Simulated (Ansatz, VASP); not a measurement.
SrO: VASP beside Ansatz

Contents of POSCAR:

```
SrO
1.0
    0.0000000000      2.6144933200      2.6144933200
    2.6144933200      0.0000000000      2.6144933200
    2.6144933200      2.6144933200      0.0000000000
Sr O
1 1
Direct
    0.5000000000      0.5000000000      0.5000000000
    0.0000000000      0.0000000000      0.0000000000
```

INCAR.step1

```
SYSTEM = SrO
ALGO = Normal
EDIFF = 1E-4
ENCUT = 520
GGA = PE
ISMEAR = -1
LASPH = .True.
LCHARG = .False.
LREAL = .False.
LWAVE = .True.
NELM = 60
PREC = Accurate
SIGMA = 0.02
```

Contents of INCAR.step2:

```
SYSTEM = SrO
ALGO = Normal
EDIFF = 1E-6
EDIFFG = -0.01
ENCUT = 520
IBRION = 2
ISIF = 2
ISMEAR = -1
ISTART = 1
LASPH = .True.
LCHARG = .False.
LMIXTAU = .True.
LREAL = .False.
LWAVE = .False.
METAGGA = R2SCAN
NELM = 60
NSW = 50
PREC = Accurate
SIGMA = 0.02
```

Contents of KPOINTS:

```
k-points
0
Gamma
  10 10 10
  0 0 0
```

Input for Ansatz:

```yaml
crystal:
  lattice:
    - [0.0, 2.61449332, 2.61449332]
    - [2.61449332, 0.0, 2.61449332]
    - [2.61449332, 2.61449332, 0.0]
  atoms:
    - { symbol: Sr, position: [0.5, 0.5, 0.5] }
    - { symbol: O, position: [0.0, 0.0, 0.0] }
  symmetry: { tolerance: 0.0003 }
hamiltonian:
  xc: r2scan
  pseudopotentials: { kind: paw, azcp: { folder: soft_1 } }
basis:
  ecutwfc: 500
magnetization:
  spin_polarized: false
scf:
  occupations: { method: fermi_dirac, width: 0.02 }
kpoints:
  mp_grid: { grid: [10, 10, 10], shift: [0, 0, 0] }
  band_path:
    path:
      - [0.0, 0.0, 0.0]
      - [0.5, 0.0, 0.5]
      - [0.625, 0.25, 0.625]
      - [0.375, 0.375, 0.75]
      - [0.0, 0.0, 0.0]
      - [0.5, 0.5, 0.5]
      - [0.5, 0.25, 0.75]
      - [0.5, 0.0, 0.5]
    npoints: 10
output:
  forces: true
  stress: true
  eigenvalues: true
  write_potential: true
  elf: true
  volumetric_format: npy
  dos: { e_range: [-12, 8], de: 0.05 }
relax:
  max_steps: 30
```

Alike in both runs: task relaxation of the atoms; functional r2SCAN; k mesh 10 × 10 × 10; occupations fermi-dirac, width 0.02 eV; no spin polarisation.

```csv
,VASP,Ansatz
version,VASP 6.6.1,Ansatz 0.2.0
potentials or method,"VASP PAW PBE potentials, release 64 (Sr_sv, O), cutoff 520 eV",PAW plane waves
valence electrons in the cell,16,16
```

Ansatz gave:

* gap on the k mesh at the Fermi level, each at its own relaxed structure (eV): 3.81

What did VASP give for the same quantities?

gap on the k mesh at the Fermi level, each at its own relaxed structure (eV): 3.76.

VASP's potentials were made for PBE, not for r2SCAN. Ansatz's warnings: stress scf threshold loose.

Noted on VASP's run: the relaxation stopped at its first step, so nothing moved.
